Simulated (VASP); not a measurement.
# Mg2Sn (Fm-3m) in VASP: further runs

Mg2Sn is run at these levels: PBE; tasks: single point, relaxation of cell and atoms.

Program: VASP 6.6.1. These are calculated values, not measurements. Logs are shortened: lines on timing, memory, paths and dates and some standing lists are left out, and cuts for length are marked.

## Step 1: The cell of the first run

Symmetry: Fm-3m, No. 225, cubic system. The conventional cell has a = 6.819 Å, b = 6.819 Å, c = 6.819 Å, α = 90.00°, β = 90.00°, γ = 90.00°. Mg (site symmetry -43m) has 4 Sn at 2.95 Å and 6 Mg at 3.41 Å within 3.9 Å. Within 3.9 Å of Sn (site symmetry m-3m) lie 8 Mg at 2.95 Å.

## Step 2: Single point, PBE

INCAR

```
SYSTEM = Mg2Sn
PREC     = Accurate       ! precision mode
ENCUT    = 600            ! plane-wave cutoff, eV
EDIFF    = 1E-6           ! SCF threshold, eV
ISMEAR   = -1             ! smearing method
SIGMA    = 0.15           ! smearing width, eV
LREAL    = .False.        ! projectors in reciprocal space
LASPH    = .True.         ! aspherical terms in the spheres
NELM     = 120            ! most SCF steps
ALGO     = Normal         ! electronic algorithm
ISIF     = 2              ! what is computed and relaxed
LWAVE    = .False.        ! write WAVECAR
LCHARG   = .False.        ! write CHGCAR
GGA      = PE             ! functional
NBANDS   = 16             ! bands
GGA_COMPAT= .False.
```

KPOINTS

```
Automatic mesh
0
Gamma
  12 12 12
  0 0 0
```

POSCAR

```
Mg2Sn
1.0
    0.0000000000      3.4096922843      3.4096922843
    3.4096922843      0.0000000000      3.4096922843
    3.4096922843      3.4096922843      0.0000000000
Mg Sn
2 1
Direct
    0.2500000000      0.2500000000      0.2500000000
    0.7500000000      0.7500000000      0.7500000000
    0.0000000000      0.0000000000      0.0000000000
```

Potentials or basis: VASP PAW PBE potentials, release 64 (Mg, Sn_d).

Run with:

```sh
$ cat potpaw_PBE.64/Mg/POTCAR potpaw_PBE.64/Sn_d/POTCAR > POTCAR
$ mpirun -np 1 vasp_std > vasp.out
```

OUTCAR:

```text
SYSTEM = Mg2Sn
   PREC = Accurate
   ENCUT = 600
   EDIFF = 1E-6
   ISMEAR = -1
   LREAL = .False.
   LASPH = .True.
   NELM = 120
   ISIF = 2
   GGA = PE

 ion  position               nearest neighbor table
   1  0.250  0.250  0.250-   3 2.95   3 2.95   3 2.95   3 2.95   2 3.41   2 3.41   2 3.41   2 3.41
                             2 3.41   2 3.41
   2  0.750  0.750  0.750-   3 2.95   3 2.95   3 2.95   3 2.95   1 3.41   1 3.41   1 3.41   1 3.41
                             1 3.41   1 3.41
   3  0.000  0.000  0.000-   2 2.95   2 2.95   2 2.95   1 2.95   2 2.95   1 2.95   1 2.95   1 2.95

  LATTYP: Found a face centered cubic cell.
 ALAT       =     6.8193845686

  Lattice vectors:

 A1 = (   0.0000000000,   3.4096922843,   3.4096922843)
 A2 = (   3.4096922843,   0.0000000000,   3.4096922843)
 A3 = (   3.4096922843,   3.4096922843,   0.0000000000)

Analysis of symmetry for initial positions (statically):
=====================================================================
 Subroutine PRICEL returns:
 Original cell was already a primitive cell.

 Routine SETGRP: Setting up the symmetry group for a
 face centered cubic supercell.

 Subroutine GETGRP returns: Found 48 space group operations
 (whereof 48 operations were pure point group operations)
 out of a pool of 48 trial point group operations.

The static configuration has the point symmetry O_h .

Analysis of symmetry for dynamics (positions and initial velocities):
=====================================================================
 Subroutine PRICEL returns:
 Original cell was already a primitive cell.

 Routine SETGRP: Setting up the symmetry group for a
 face centered cubic supercell.

 Subroutine GETGRP returns: Found 48 space group operations
 (whereof 48 operations were pure point group operations)
 out of a pool of 48 trial point group operations.

The dynamic configuration has the point symmetry O_h .

 Subroutine INISYM returns: Found 48 space group operations
 (whereof 48 operations are pure point group operations),
 and found     1 'primitive' translations

----------------------------------------------------------------------------------------

                                     Primitive cell

  volume of cell :      79.2822

  direct lattice vectors                    reciprocal lattice vectors
     0.000000000  3.409692284  3.409692284    -0.146640799  0.146640799  0.146640799
     3.409692284  0.000000000  3.409692284     0.146640799 -0.146640799  0.146640799
     3.409692284  3.409692284  0.000000000     0.146640799  0.146640799 -0.146640799

  length of vectors
     4.822033072  4.822033072  4.822033072     0.253989314  0.253989314  0.253989314

  position of ions in fractional coordinates (direct lattice)
     0.250000000  0.250000000  0.250000000
     0.750000000  0.750000000  0.750000000
     0.000000000  0.000000000  0.000000000

  ion indices of the primitive-cell ions
   primitive index   ion index
                 1           1
                 2           2
                 3           3

----------------------------------------------------------------------------------------

 KPOINTS: Automatic mesh

Automatic generation of k-mesh.
 Grid dimensions read from file:
 generate k-points for:   12   12   12

 Generating k-lattice:

  Cartesian coordinates                     Fractional coordinates (reciprocal lattice)
    -0.012220067  0.012220067  0.012220067     0.083333333  0.000000000  0.000000000
     0.012220067 -0.012220067  0.012220067     0.000000000  0.083333333  0.000000000
     0.012220067  0.012220067 -0.012220067     0.000000000  0.000000000  0.083333333

  Length of vectors
     0.021165776  0.021165776  0.021165776

  Shift w.r.t. Gamma in fractional coordinates (k-lattice)
     0.000000000  0.000000000  0.000000000

 Subroutine IBZKPT returns following result:
 ===========================================

 Found     72 irreducible k-points:

 Following reciprocal coordinates:
            Coordinates               Weight
  0.000000  0.000000  0.000000      1.000000
  0.083333  0.000000  0.000000      8.000000
  0.166667  0.000000  0.000000      8.000000
  0.250000  0.000000  0.000000      8.000000
  0.333333  0.000000  0.000000      8.000000
  0.416667  0.000000  0.000000      8.000000
[... 16 lines left out ...]
  0.500000  0.166667  0.000000     24.000000
 -0.416667  0.166667  0.000000     24.000000
 [... further k-points ...]
   k-points           NKPTS =     72   k-points in BZ     NKDIM =     72   number of bands    NBANDS=     16
   number of dos      NEDOS =    301   number of ions     NIONS =      3
   total plane-waves  NPLWV =  64000
   dimension x,y,z NGX =    40 NGY =   40 NGZ =   40
   dimension x,y,z NGXF=    80 NGYF=   80 NGZF=   80
   ions per type =               2   1
   NGX,Y,Z   is equivalent  to a cutoff of  13.79, 13.79, 13.79 a.u.
   NGXF,Y,Z  is equivalent  to a cutoff of  27.58, 27.58, 27.58 a.u.
 SYSTEM =  Mg2Sn
   PREC   = accura    normal or accurate (medium, high low for compatibility)
   ISTART =      0    job   : 0-new  1-cont  2-samecut
   ICHARG =      2    charge: 1-file 2-atom 10-const
   ISPIN  =      1    spin polarized calculation?
   LNONCOLLINEAR =      F non collinear calculations
   LSORBIT =      F    spin-orbit coupling
   LASPH  =      T    aspherical Exc in radial PAW
   ENCUT  =  600.0 eV  44.10 Ry    6.64 a.u.   9.63  9.63  9.63*2*pi/ulx,y,z
   NELM   =    120;   NELMIN=  2; NELMDL= -5     # of ELM steps
   EDIFF  = 0.1E-05   stopping-criterion for ELM
   LREAL  =      F    real-space projection
   EDIFFG = 0.1E-04   stopping-criterion for IOM
   NSW    =      0    number of steps for IOM
   IBRION =     -1    ionic relax: 0-MD 1-quasi-New 2-CG
   NFREE  =      0    steps in history (QN), initial steepest desc. (CG)
   ISIF   =      2    stress and relaxation
   ISYM   =      2    0-nonsym 1-usesym 2-fastsym
   POTIM  = 0.5000    time-step for ionic-motion
   TEBEG  =    0.0;   TEEND  =   0.0 temperature during run
   PSTRESS=    0.0 pullay stress
   NELECT =      18.0000    total number of electrons
   NUPDOWN=      -1.0000    fix difference up-down
   EMIN   =  10.00;   EMAX   =-10.00  energy-range for DOS
   EFERMI =   0.00;   METHOD = LEGACY
   ISMEAR =    -1;   SIGMA  =   0.15  broadening in eV -4-tet -1-fermi 0-gaus
   EFERMI_NEDOS =   21; number of points for ismear=-14 and -15
   IALGO  =     38    algorithm
   IMIX   =      4    mixing-type and parameters
     AMIX     =   0.40;   BMIX     =  1.00
     AMIX_MAG =   1.60;   BMIX_MAG =  1.00
  volume/ion in A,a.u.               =      26.43       178.34
  Fermi-wavevector in a.u.,A,eV,Ry     =   0.998712  1.887293 13.570813  0.997427
  Thomas-Fermi vector in A             =   2.130954
   LORBIT       =      0    0 simple, 1 ext, 2 COOP (PROOUT), +10 PAW based schemes
   GGA     = PE    functional components
   LHFCALC =     F    Hartree Fock is set to
   AEXX    =    0.0000 exact exchange contribution
   IVDW    =     0    specifies the selected vdW correction
   LEPSILON=     F    determine dielectric tensor
   LRPA    =     F    only Hartree local field effects (RPA)
 non-spin polarized calculation
  energy-cutoff  :      600.00
  volume of cell :       79.28
 maximum number of plane-waves:      2688
   NGX = 19   NGY = 19   NGZ = 19

 number of electron      18.0000004 magnetization

 Free energy of the ion-electron system (eV)
  ---------------------------------------------------
  ext. energy  EPLUGINS =         0.00000000
  ---------------------------------------------------
  free energy    TOTEN  =        -7.44726465 eV

  energy without entropy =       -7.41597948  energy(sigma->0) =       -7.43162206

 E-fermi :   4.0588     XC(G=0):  -8.6693

 val. band max:        4.0369138917   @ k =  -0.0833   0.0833   0.0000
 cond. band min:       4.0911166413   @ k =   0.0000   0.0000   0.0000
 fundamental gap:      0.0542027496
 Fermi energy:         4.0588148450

 k-point     1 :       0.0000    0.0000    0.0000
  band No.  band energies     occupation
      1     -16.8879      2.00000
      2     -16.8879      2.00000
      3     -16.8879      2.00000
      4     -16.8520      2.00000
      5     -16.8520      2.00000
      6      -4.9011      2.00000
[... 8 lines left out ...]
     15       9.5078      0.00000
     16       9.5078      0.00000

 k-point     2 :       0.0833    0.0000    0.0000
  band No.  band energies     occupation
      1     -16.8879      2.00000
      2     -16.8877      2.00000
      3     -16.8877      2.00000
      4     -16.8520      2.00000
      5     -16.8520      2.00000
      6      -4.8462      2.00000
[... 8 lines left out ...]
     15       8.9105      0.00000
     16       8.9105      0.00000

 k-point     3 :       0.1667    0.0000    0.0000
  band No.  band energies     occupation
      1     -16.8878      2.00000
      2     -16.8872      2.00000
      3     -16.8872      2.00000
      4     -16.8519      2.00000
      5     -16.8519      2.00000
      6      -4.6848      2.00000
[... 8 lines left out ...]
     15       8.4682      0.00000
     16       8.9241      0.00000

 k-point     4 :       0.2500    0.0000    0.0000
  band No.  band energies     occupation
      1     -16.8876      2.00000
      2     -16.8864      2.00000
      3     -16.8864      2.00000
      4     -16.8517      2.00000
      5     -16.8517      2.00000
      6      -4.4304      2.00000
[... 8 lines left out ...]
     15       8.5873      0.00000
     16       8.6365      0.00000
[... 324 lines left out ...]
 k-point    22 :       0.4167    0.1667    0.0000
  band No.  band energies     occupation
      1     -16.8880      2.00000
      2     -16.8850      2.00000
      3     -16.8844      2.00000
      4     -16.8524      2.00000
      5     -16.8507      2.00000
      6      -3.8440      2.00000
[... 8 lines left out ...]
     15      10.8476      0.00000
     16      11.1055      0.00000

 k-point    23 :       0.5000    0.1667    0.0000
  band No.  band energies     occupation
      1     -16.8874      2.00000
      2     -16.8850      2.00000
      3     -16.8842      2.00000
      4     -16.8521      2.00000
      5     -16.8509      2.00000
      6      -3.5993      2.00000
[... 8 lines left out ...]
     15      10.9038      0.00000
     16      11.2611      0.00000

 k-point    24 :      -0.4167    0.1667    0.0000
  band No.  band energies     occupation
      1     -16.8868      2.00000
      2     -16.8853      2.00000
      3     -16.8844      2.00000
      4     -16.8517      2.00000
      5     -16.8512      2.00000
      6      -3.5598      2.00000
[... 8 lines left out ...]
     15       9.8448      0.00000
     16      10.2240      0.00000

 [... further k-points ...]

------------------------ aborting loop because EDIFF is reached ----------------------------------------

  FORCE on cell =-STRESS in cart. coord.  units (eV):
  Direction    XX          YY          ZZ          XY          YZ          ZX
  --------------------------------------------------------------------------------------
  -------------------------------------------------------------------------------------
  Total       -0.0572781     -0.0572781     -0.0572781      0.0000000      0.0000000     -0.0000000
  in kB       -1.1575066     -1.1575066     -1.1575066      0.0000000      0.0000000     -0.0000000
  external PRESSURE =      -1.1575066 kB  Pullay stress =       0.0000000 kB

 VOLUME and BASIS-vectors are now :
 -----------------------------------------------------------------------------
  energy-cutoff  :      600.00
  volume of cell :       79.28
      direct lattice vectors                 reciprocal lattice vectors
     0.000000000  3.409692284  3.409692284    -0.146640799  0.146640799  0.146640799
     3.409692284  0.000000000  3.409692284     0.146640799 -0.146640799  0.146640799
     3.409692284  3.409692284  0.000000000     0.146640799  0.146640799 -0.146640799

 POSITION                                       TOTAL-FORCE (eV/Angst)
 -----------------------------------------------------------------------------------
      1.70485      1.70485      1.70485        -0.000000     -0.000000      0.000000
      5.11454      5.11454      5.11454         0.000000      0.000000     -0.000000
      0.00000      0.00000      0.00000        -0.000000      0.000000     -0.000000
 -----------------------------------------------------------------------------------
    total drift:                               -0.000000      0.000000     -0.000000

  FREE ENERGIE OF THE ION-ELECTRON SYSTEM (eV)
  ---------------------------------------------------
  free  energy   TOTEN  =        -7.4472646505 eV

  energy  without entropy=       -7.4159794776  energy(sigma->0) =       -7.43162206
```

Wall time 88 s (1 thread of Intel Xeon Platinum 8259CL at 2.50GHz (Skylake/Cascade Lake), shared host); peak memory 0.31 GiB.

Results:

* Free energy: -7.4473 eV
* Pressure: -0.1 GPa
* Band gap on the k mesh: zero (bands 9 and 10 overlap by 0.19 eV)

Caveat: spin-orbit coupling is left out, which moves the levels of the heavy elements.

## Step 3: Relaxation of cell and atoms, PBE

INCAR

```
PREC = Accurate ; ENCUT = 600
EDIFF = 1E-7 ; ISMEAR = -1
SIGMA = 0.15 ; LREAL = F
LASPH = T ; NELM = 120
ALGO = Normal ; ISIF = 3
LWAVE = F ; LCHARG = F
GGA = PE ; IBRION = 2
NSW = 80 ; EDIFFG = -0.001
GGA_COMPAT = F ; NELMIN = 4
```

KPOINTS

```
Automatic mesh
0
Gamma
  12 12 12
```

POSCAR

```
Mg2Sn
1.0
    0.0000000000      3.4084018731      3.4084018731
    3.4084018731      0.0000000000      3.4084018731
    3.4084018731      3.4084018731      0.0000000000
Mg Sn
2 1
Direct
    0.2500000000      0.2500000000      0.2500000000
    0.7500000000      0.7500000000      0.7500000000
    0.0000000000      0.0000000000      0.0000000000
```

Potentials or basis: VASP PAW PBE potentials, release 64 (Mg, Sn_d).

Run with:

```sh
$ cat potpaw_PBE.64/Mg/POTCAR potpaw_PBE.64/Sn_d/POTCAR > POTCAR
$ mpirun -np 1 vasp_std > vasp.out
```

OUTCAR:

```text
PREC = Accurate
   ENCUT = 600
   EDIFF = 1E-7
   ISMEAR = -1
   LREAL = F
   LASPH = T
   NELM = 120
   ISIF = 3
   GGA = PE
   IBRION = 2
   NSW = 80
   EDIFFG = -0.001
   NELMIN = 4

 ion  position               nearest neighbor table
   1  0.250  0.250  0.250-   3 2.95   3 2.95   3 2.95   3 2.95   2 3.41   2 3.41   2 3.41   2 3.41
                             2 3.41   2 3.41
   2  0.750  0.750  0.750-   3 2.95   3 2.95   3 2.95   3 2.95   1 3.41   1 3.41   1 3.41   1 3.41
                             1 3.41   1 3.41
   3  0.000  0.000  0.000-   2 2.95   2 2.95   2 2.95   1 2.95   2 2.95   1 2.95   1 2.95   1 2.95

  LATTYP: Found a face centered cubic cell.
 ALAT       =     6.8168037462

  Lattice vectors:

 A1 = (   0.0000000000,   3.4084018731,   3.4084018731)
 A2 = (   3.4084018731,   0.0000000000,   3.4084018731)
 A3 = (   3.4084018731,   3.4084018731,   0.0000000000)
[... 311 lines left out ...]
      5     -16.8320      2.00000
      6      -4.8940      2.00000
      7       4.1114      0.89633
      8       4.1114      0.89633
      9       4.1114      0.89633
     10       5.3994      0.00030
     11       6.2305      0.00000
     12       6.2305      0.00000
     13       6.2305      0.00000
[... 354 lines left out ...]
  band No.  band energies     occupation
      1     -16.8671      2.00000
      2     -16.8655      2.00000
      3     -16.8646      2.00000
      4     -16.8317      2.00000
      5     -16.8312      2.00000
      6      -3.5472      2.00000
      7      -0.3814      2.00000
      8       1.8196      2.00000
      9       2.9921      1.99859
     10       5.2473      0.00084
     11       6.6737      0.00000
     12       7.0729      0.00000
     13       9.2926      0.00000

 [... further k-points ...]

------------------------ aborting loop because EDIFF is reached ----------------------------------------

  FORCE on cell =-STRESS in cart. coord.  units (eV):
  Direction    XX          YY          ZZ          XY          YZ          ZX
  --------------------------------------------------------------------------------------
  -------------------------------------------------------------------------------------
  Total        0.0019786      0.0019786      0.0019786      0.0000000      0.0000000     -0.0000000
  in kB        0.0401005      0.0401005      0.0401005      0.0000000      0.0000000     -0.0000000
  external PRESSURE =       0.0401005 kB  Pullay stress =       0.0000000 kB
[... 18 lines left out ...]
  FREE ENERGIE OF THE ION-ELECTRON SYSTEM (eV)
  ---------------------------------------------------
  free  energy   TOTEN  =        -7.4473476002 eV

  energy  without entropy=       -7.4162409343  energy(sigma->0) =       -7.43179427

 reached required accuracy - stopping structural energy minimisation
```

OSZICAR:

```text
N       E                     dE             d eps       ncg     rms          rms(c)
DAV:   1     0.923288062911E+02    0.92329E+02   -0.91441E+03  1877   0.158E+03
DAV:   2    -0.306240999367E+00   -0.92635E+02   -0.90470E+02  1922   0.333E+02
DAV:   3    -0.754655107422E+01   -0.72403E+01   -0.71128E+01  2382   0.865E+01
DAV:   4    -0.772723221044E+01   -0.18068E+00   -0.18062E+00  2224   0.148E+01
[... 28 lines left out ...]
DAV:   1    -0.744735567009E+01   -0.87012E-05   -0.17117E-04  2362   0.220E-01    0.148E-02
DAV:   2    -0.744734838488E+01    0.72852E-05   -0.12872E-05  2262   0.601E-02    0.661E-03
DAV:   3    -0.744734726850E+01    0.11164E-05   -0.35311E-06  2317   0.301E-02    0.128E-03
DAV:   4    -0.744734752539E+01   -0.25689E-06   -0.15786E-07  1541   0.389E-03    0.388E-04
DAV:   5    -0.744734760020E+01   -0.74812E-07   -0.94937E-09  1011   0.106E-03
   4 F= -.74473476E+01 E0= -.74317943E+01  d E =-.330248E-04
```

CONTCAR:

```text
Mg2Sn
   1.00000000000000
     0.0000000000000000    3.4063829475168141    3.4063829475168141
     3.4063829475168141    0.0000000000000000    3.4063829475168141
     3.4063829475168141    3.4063829475168141   -0.0000000000000000
  Mg              Sn
     2     1
Direct
     0.2500000000000000    0.2500000000000000    0.2500000000000000
     0.7500000000000000    0.7500000000000000    0.7500000000000000
     1.0000000000000000    1.0000000000000000    1.0000000000000000

  0.00000000E+00  0.00000000E+00  0.00000000E+00
  0.00000000E+00  0.00000000E+00  0.00000000E+00
  0.00000000E+00  0.00000000E+00  0.00000000E+00
```

It took 3 min on 1 thread of Intel Xeon Platinum 8259CL at 2.50GHz (Skylake/Cascade Lake), shared host; peak memory 0.32 GiB.

Results:

```yaml
Free_energy: -7.4473 eV
Relaxed_volume: 26.35 Å³/atom
Relaxed_cell: a = 4.817 Å, b = 4.817 Å, c = 4.817 Å, α = 60.00°, β = 60.00°, γ = 60.00°
Space_group_after_relaxing_to_0.1_Å: Fm-3m (No. 225)
Energy_gained_by_relaxing: 0.0 meV/atom
Ionic_steps: 4
Pressure_after_relaxing: 0.0 GPa
Band_gap_on_the_k_mesh: zero (bands 9 and 10 overlap by 0.19 eV)
```

Final structure:
```cif
data_structure
_symmetry_space_group_name_H-M 'P 1'
_symmetry_Int_Tables_number 1
_cell_length_a 4.8174
_cell_length_b 4.8174
_cell_length_c 4.8174
_cell_angle_alpha 60.000
_cell_angle_beta 60.000
_cell_angle_gamma 60.000
_cell_volume 79.05
loop_
_atom_site_label
_atom_site_type_symbol
_atom_site_fract_x
_atom_site_fract_y
_atom_site_fract_z
_atom_site_occupancy
Mg1 Mg 0.25000 0.25000 0.25000 1
Mg2 Mg 0.75000 0.75000 0.75000 1
Sn1 Sn 0.00000 0.00000 0.00000 1
```

Caveat: spin-orbit coupling is left out, which moves the levels of the heavy elements.
